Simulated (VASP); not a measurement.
# Nb2SnTe3 (P4mm) in VASP: notebook

Runs on Nb2SnTe3. Level: PBE. Tasks: single point, relaxation of cell and atoms.

All numbers are computed with VASP 6.6.1; they aren't measurements. Logs are shortened: lines on timing, memory, paths and dates and some standing lists are left out, and cuts for length are marked.

## (1) The cell of the first run

The structure is tetragonal, space group P4mm (No. 99). Conventional cell: a = 4.096 Å, b = 4.096 Å, c = 8.696 Å, α = 90.00°, β = 90.00°, γ = 90.00°. Within 4.0 Å of Nb (site symmetry 4mm) lie 4 Sn at 3.03 Å and 5 Te at 3.04 to 3.12 Å. Within 4.0 Å of Nb (site symmetry 4mm) lie 8 Te at 3.05 to 3.13 Å and 1 Sn at 3.09 Å. Within 4.0 Å of Sn (site symmetry 4mm) lie 5 Nb at 3.03 to 3.09 Å and 8 Te at 3.60 to 3.84 Å. Within 3.8 Å of Te (site symmetry 2mm) lie 4 Te at 2.90 Å and 4 Nb at 3.12 to 3.13 Å. Within 4.0 Å of Te (site symmetry 4mm) lie 5 Nb at 3.04 to 3.05 Å and 4 Sn at 3.60 Å and 4 Te at 3.89 Å.

## (2) Single point, PBE

Contents of INCAR:

```
PREC     = Accurate       # precision mode
ENCUT    = 520            # plane-wave cutoff, eV
EDIFF    = 1E-6           # SCF threshold, eV
ISMEAR   = 0              # smearing method
SIGMA    = 0.1            # smearing width, eV
LREAL    = F              # projectors in reciprocal space
LASPH    = T              # aspherical terms in the spheres
NELM     = 100            # most SCF steps
ALGO     = Normal         # electronic algorithm
ISIF     = 2              # what is computed and relaxed
LWAVE    = F              # write WAVECAR
LCHARG   = T              # write CHGCAR
GGA      = PE             # functional
LELF     = T              # ELF
LVHAR    = T            
NBANDS   = 38             # bands
```

Contents of KPOINTS:

```
regular mesh
0
Gamma
  4 4 2
```

Contents of POSCAR:

```
Nb2SnTe3
1.0
    4.0962484500      0.0000000000      0.0000000000
    0.0000000000      4.0962484500      0.0000000000
    0.0000000000      0.0000000000      8.6962792300
Nb Sn Te
2 1 3
Direct
    0.5000000000      0.5000000000      0.7286009800
    0.0000000000      0.0000000000      0.2702390000
    0.0000000000      0.0000000000      0.6251500200
    0.5000000000      0.0000000000      0.9985610200
    0.0000000000      0.5000000000      0.9985610200
    0.5000000000      0.5000000000      0.3788870000
```

Potentials or basis: VASP PAW PBE potentials, release 64 (Nb_sv, Sn_d, Te).

Launch:

```console
> cat potpaw_PBE.64/Nb_sv/POTCAR potpaw_PBE.64/Sn_d/POTCAR potpaw_PBE.64/Te/POTCAR > POTCAR
> mpirun -np 1 vasp_std > vasp.out
```

OUTCAR:

```text
PREC = Accurate
   ENCUT = 520
   EDIFF = 1E-6
   ISMEAR = 0
   LREAL = F
   LASPH = T
   NELM = 100
   ISIF = 2
   GGA = PE

 ion  position               nearest neighbor table
   1  0.500  0.500  0.729-   3 3.03   3 3.03   3 3.03   3 3.03   6 3.04   4 3.12   4 3.12   5 3.12
                             5 3.12
   2  0.000  0.000  0.270-   6 3.05   6 3.05   6 3.05   6 3.05   3 3.09   5 3.13   4 3.13   4 3.13
                             5 3.13
   3  0.000  0.000  0.625-   1 3.03   1 3.03   1 3.03   1 3.03   2 3.09   6 3.60   6 3.60   6 3.60
                             6 3.60
   4  0.500  0.000  0.999-   5 2.90   5 2.90   5 2.90   5 2.90   1 3.12   1 3.12   2 3.13   2 3.13

   5  0.000  0.500  0.999-   4 2.90   4 2.90   4 2.90   4 2.90   1 3.12   1 3.12   2 3.13   2 3.13

   6  0.500  0.500  0.379-   1 3.04   2 3.05   2 3.05   2 3.05   2 3.05   3 3.60   3 3.60   3 3.60
                             3 3.60

  LATTYP: Found a simple tetragonal cell.
 ALAT       =     4.0962484500
 C/A-ratio  =     2.1229862730

  Lattice vectors:

 A1 = (   4.0962484500,   0.0000000000,   0.0000000000)
 A2 = (   0.0000000000,   4.0962484500,   0.0000000000)
 A3 = (   0.0000000000,   0.0000000000,   8.6962792300)

Analysis of symmetry for initial positions (statically):
=====================================================================
 Subroutine PRICEL returns:
 Original cell was already a primitive cell.

 Routine SETGRP: Setting up the symmetry group for a
 simple tetragonal supercell.

 Subroutine GETGRP returns: Found  8 space group operations
 (whereof  8 operations were pure point group operations)
 out of a pool of 16 trial point group operations.

The static configuration has the point symmetry C_4v.

Analysis of symmetry for dynamics (positions and initial velocities):
=====================================================================
 Subroutine PRICEL returns:
 Original cell was already a primitive cell.

 Routine SETGRP: Setting up the symmetry group for a
 simple tetragonal supercell.

 Subroutine GETGRP returns: Found  8 space group operations
 (whereof  8 operations were pure point group operations)
 out of a pool of 16 trial point group operations.

The dynamic configuration has the point symmetry C_4v.

 Subroutine INISYM returns: Found  8 space group operations
 (whereof  8 operations are pure point group operations),
 and found     1 'primitive' translations

----------------------------------------------------------------------------------------

                                     Primitive cell

  volume of cell :     145.9171

  direct lattice vectors                    reciprocal lattice vectors
     4.096248450  0.000000000  0.000000000     0.244125817  0.000000000  0.000000000
     0.000000000  4.096248450  0.000000000     0.000000000  0.244125817  0.000000000
     0.000000000  0.000000000  8.696279230     0.000000000  0.000000000  0.114991708

  length of vectors
     4.096248450  4.096248450  8.696279230     0.244125817  0.244125817  0.114991708

  position of ions in fractional coordinates (direct lattice)
     0.500000000  0.500000000  0.728600980
     0.000000000  0.000000000  0.270239000
     0.000000000  0.000000000  0.625150020
     0.500000000  0.000000000  0.998561020
     0.000000000  0.500000000  0.998561020
     0.500000000  0.500000000  0.378887000

  ion indices of the primitive-cell ions
   primitive index   ion index
                 1           1
                 2           2
                 3           3
                 4           4
                 5           5
                 6           6

----------------------------------------------------------------------------------------

 KPOINTS: regular mesh

Automatic generation of k-mesh.
 Grid dimensions read from file:
 generate k-points for:    4    4    2

 Generating k-lattice:

  Cartesian coordinates                     Fractional coordinates (reciprocal lattice)
     0.061031454  0.000000000  0.000000000     0.250000000  0.000000000  0.000000000
     0.000000000  0.061031454  0.000000000     0.000000000  0.250000000  0.000000000
     0.000000000  0.000000000  0.057495854     0.000000000  0.000000000  0.500000000

  Length of vectors
     0.061031454  0.061031454  0.057495854

  Shift w.r.t. Gamma in fractional coordinates (k-lattice)
     0.000000000  0.000000000  0.000000000

 Subroutine IBZKPT returns following result:
 ===========================================

 Found     12 irreducible k-points:

 Following reciprocal coordinates:
            Coordinates               Weight
  0.000000  0.000000  0.000000      1.000000
  0.250000  0.000000  0.000000      4.000000
  0.500000  0.000000  0.000000      2.000000
  0.250000  0.250000  0.000000      4.000000
  0.500000  0.250000  0.000000      4.000000
  0.500000  0.500000  0.000000      1.000000
  0.000000  0.000000  0.500000      1.000000
  0.250000  0.000000  0.500000      4.000000
  0.500000  0.000000  0.500000      2.000000
  0.250000  0.250000  0.500000      4.000000
  0.500000  0.250000  0.500000      4.000000
  0.500000  0.500000  0.500000      1.000000
   k-points           NKPTS =     12   k-points in BZ     NKDIM =     12   number of bands    NBANDS=     38
   number of dos      NEDOS =    301   number of ions     NIONS =      6
   total plane-waves  NPLWV =  63000
   dimension x,y,z NGX =    30 NGY =   30 NGZ =   70
   dimension x,y,z NGXF=    60 NGYF=   60 NGZF=  140
   ions per type =               2   1   3
   NGX,Y,Z   is equivalent  to a cutoff of  12.18, 12.18, 13.38 a.u.
   NGXF,Y,Z  is equivalent  to a cutoff of  24.35, 24.35, 26.76 a.u.
 SYSTEM =  unknown system
   PREC   = accura    normal or accurate (medium, high low for compatibility)
   ISTART =      0    job   : 0-new  1-cont  2-samecut
   ICHARG =      2    charge: 1-file 2-atom 10-const
   ISPIN  =      1    spin polarized calculation?
   LNONCOLLINEAR =      F non collinear calculations
   LSORBIT =      F    spin-orbit coupling
   LASPH  =      T    aspherical Exc in radial PAW
   ENCUT  =  520.0 eV  38.22 Ry    6.18 a.u.   7.62  7.62 16.17*2*pi/ulx,y,z
   NELM   =    100;   NELMIN=  2; NELMDL= -5     # of ELM steps
   EDIFF  = 0.1E-05   stopping-criterion for ELM
   LREAL  =      F    real-space projection
   EDIFFG = 0.1E-04   stopping-criterion for IOM
   NSW    =      0    number of steps for IOM
   IBRION =     -1    ionic relax: 0-MD 1-quasi-New 2-CG
   NFREE  =      0    steps in history (QN), initial steepest desc. (CG)
   ISIF   =      2    stress and relaxation
   ISYM   =      2    0-nonsym 1-usesym 2-fastsym
   POTIM  = 0.5000    time-step for ionic-motion
   TEBEG  =    0.0;   TEEND  =   0.0 temperature during run
   PSTRESS=    0.0 pullay stress
   NELECT =      58.0000    total number of electrons
   NUPDOWN=      -1.0000    fix difference up-down
   EMIN   =  10.00;   EMAX   =-10.00  energy-range for DOS
   EFERMI =   0.00;   METHOD = LEGACY
   ISMEAR =     0;   SIGMA  =   0.10  broadening in eV -4-tet -1-fermi 0-gaus
   EFERMI_NEDOS =   21; number of points for ismear=-14 and -15
   IALGO  =     38    algorithm
   IMIX   =      4    mixing-type and parameters
     AMIX     =   0.40;   BMIX     =  1.00
     AMIX_MAG =   1.60;   BMIX_MAG =  1.00
  volume/ion in A,a.u.               =      24.32       164.12
  Fermi-wavevector in a.u.,A,eV,Ry     =   1.203692  2.274649 19.713143  1.448875
  Thomas-Fermi vector in A             =   2.339439
   LORBIT       =      0    0 simple, 1 ext, 2 COOP (PROOUT), +10 PAW based schemes
   GGA     = PE    functional components
   LHFCALC =     F    Hartree Fock is set to
   AEXX    =    0.0000 exact exchange contribution
   IVDW    =     0    specifies the selected vdW correction
   LEPSILON=     F    determine dielectric tensor
   LRPA    =     F    only Hartree local field effects (RPA)
 non-spin polarized calculation
 Gauss-broadening in eV      SIGMA  =   0.10
  energy-cutoff  :      520.00
  volume of cell :      145.92
 maximum number of plane-waves:      3961
   NGX = 15   NGY = 15   NGZ = 33

 number of electron      57.9999998 magnetization

 Free energy of the ion-electron system (eV)
  ---------------------------------------------------
  ext. energy  EPLUGINS =         0.00000000
  ---------------------------------------------------
  free energy    TOTEN  =       -31.67252329 eV

  energy without entropy =      -31.62438827  energy(sigma->0) =      -31.64845578

 E-fermi :   9.8442     XC(G=0): -10.7955

 val. band max:        9.8058749821   @ k =   0.0000   0.0000   0.0000
 cond. band min:       9.8652565702   @ k =   0.5000   0.5000   0.5000
 fundamental gap:      0.0593815882
 Fermi energy:         9.8441759331

 k-point     1 :       0.0000    0.0000    0.0000
  band No.  band energies     occupation
      1     -45.9568      2.00000
      2     -45.8764      2.00000
      3     -22.0396      2.00000
      4     -22.0396      2.00000
      5     -22.0075      2.00000
      6     -21.9561      2.00000
[... 30 lines left out ...]
     37      11.9744      0.00000
     38      11.9747      0.00000

 k-point     2 :       0.2500    0.0000    0.0000
  band No.  band energies     occupation
      1     -45.9563      2.00000
      2     -45.8759      2.00000
      3     -22.0533      2.00000
      4     -22.0379      2.00000
      5     -22.0055      2.00000
      6     -21.9546      2.00000
[... 30 lines left out ...]
     37      11.7004      0.00000
     38      12.6888      0.00000

 k-point     3 :       0.5000    0.0000    0.0000
  band No.  band energies     occupation
      1     -45.9559      2.00000
      2     -45.8755      2.00000
      3     -22.0671      2.00000
      4     -22.0362      2.00000
      5     -22.0035      2.00000
      6     -21.9530      2.00000
[... 30 lines left out ...]
     37      12.0756      0.00000
[... 289 lines left out ...]
 k-point    11 :       0.5000    0.2500    0.5000
  band No.  band energies     occupation
      1     -45.9554      2.00000
      2     -45.8751      2.00000
      3     -22.0649      2.00000
      4     -22.0494      2.00000
      5     -22.0023      2.00000
      6     -21.9513      2.00000
[... 30 lines left out ...]
     37      12.5485      0.00000
     38      12.6401      0.00000

 k-point    12 :       0.5000    0.5000    0.5000
  band No.  band energies     occupation
      1     -45.9549      2.00000
      2     -45.8747      2.00000
      3     -22.0625      2.00000
      4     -22.0625      2.00000
      5     -22.0011      2.00000
      6     -21.9495      2.00000
[... 30 lines left out ...]
     37      12.7863      0.00000
     38      12.9868      0.00000

------------------------ aborting loop because EDIFF is reached ----------------------------------------

  FORCE on cell =-STRESS in cart. coord.  units (eV):
  Direction    XX          YY          ZZ          XY          YZ          ZX
  --------------------------------------------------------------------------------------
  -------------------------------------------------------------------------------------
  Total        2.8277565      2.8277565     -5.6208546      0.0000000      0.0000000      0.0000000
  in kB       31.0489225     31.0489225    -61.7172938      0.0000000      0.0000000      0.0000000
  external PRESSURE =       0.1268504 kB  Pullay stress =       0.0000000 kB

 VOLUME and BASIS-vectors are now :
 -----------------------------------------------------------------------------
  energy-cutoff  :      520.00
  volume of cell :      145.92
      direct lattice vectors                 reciprocal lattice vectors
     4.096248450  0.000000000  0.000000000     0.244125817  0.000000000  0.000000000
     0.000000000  4.096248450  0.000000000     0.000000000  0.244125817  0.000000000
     0.000000000  0.000000000  8.696279230     0.000000000  0.000000000  0.114991708

 POSITION                                       TOTAL-FORCE (eV/Angst)
 -----------------------------------------------------------------------------------
      2.04812      2.04812      6.33612        -0.000000      0.000000      0.423006
      0.00000      0.00000      2.35007        -0.000000     -0.000000     -0.417341
      0.00000      0.00000      5.43648        -0.000000     -0.000000     -0.702937
      2.04812      0.00000      8.68377         0.000000     -0.000000     -0.007241
      0.00000      2.04812      8.68377        -0.000000     -0.000000     -0.007241
      2.04812      2.04812      3.29491        -0.000000     -0.000000      0.711754
 -----------------------------------------------------------------------------------
    total drift:                                0.000000     -0.000000      0.000532

  FREE ENERGIE OF THE ION-ELECTRON SYSTEM (eV)
  ---------------------------------------------------
  free  energy   TOTEN  =       -31.6725232856 eV

  energy  without entropy=      -31.6243882738  energy(sigma->0) =      -31.64845578
```

It took 43 s on 1 thread of Intel Xeon 6975P-C (Granite Rapids), shared host; peak memory 0.27 GiB.

What came out:

```yaml
Free_energy: -31.6725 eV
Pressure: 0.0 GPa
Largest_force: 0.712 eV/Å
Band_gap_on_the_k_mesh: zero (band 29 reaches 10.56 eV, above the bottom of band 30 at 9.69 eV)
```

Forces in eV/Å, atoms in the order of the input:
```
Nb   0.000  0.000  0.423
Nb   0.000  0.000 -0.417
Sn   0.000  0.000 -0.703
Te   0.000  0.000 -0.007
Te   0.000  0.000 -0.007
Te   0.000  0.000  0.712
```

Caveat: the k points lie up to 0.38 Å⁻¹ apart; spin-orbit coupling is left out, which moves the levels of the heavy elements.

[end of part 1 of 3]
